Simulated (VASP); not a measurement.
Input of a VASP 6.6.1 run:

The input INCAR:

```
SYSTEM = RbAl3
PREC = Accurate
ENCUT = 520
EDIFF = 1E-6
ISMEAR = 0
SIGMA = 0.1
LREAL = .False.
LASPH = .True.
NELM = 80
ALGO = Normal
ISIF = 2
LWAVE = .False.
LCHARG = .True.
GGA = PE
LELF = .True.
LVHAR = .True.
NBANDS = 17
```

Contents of KPOINTS:

```
Automatic mesh
0
Gamma
  6 6 6
  0 0 0
```

Contents of POSCAR:

```
RbAl3
1.0
   -2.5495908105      2.5495908105      3.6717098709
    2.5495908105     -2.5495908105      3.6717098709
    2.5495908105      2.5495908105     -3.6717098709
Rb Al
1 3
Direct
    0.0000000000      0.0000000000      0.0000000000
    0.5000000000      0.5000000000      0.0000000000
    0.2500000000      0.7500000000      0.5000000000
    0.7500000000      0.2500000000      0.5000000000
```

Potentials or basis: VASP PAW PBE potentials, release 64 (Rb_sv, Al).

The run is started by

```bash
$ cat potpaw_PBE.64/Rb_sv/POTCAR potpaw_PBE.64/Al/POTCAR > POTCAR
$ mpirun -np 1 vasp_std > vasp.out
```

Q: What does it give for the pressure?

A: 0.2 GPa.

Stress tensor (GPa, compression positive):
```
 0.33  0.00  0.00
 0.00  0.33  0.00
 0.00  0.00 -0.01
```
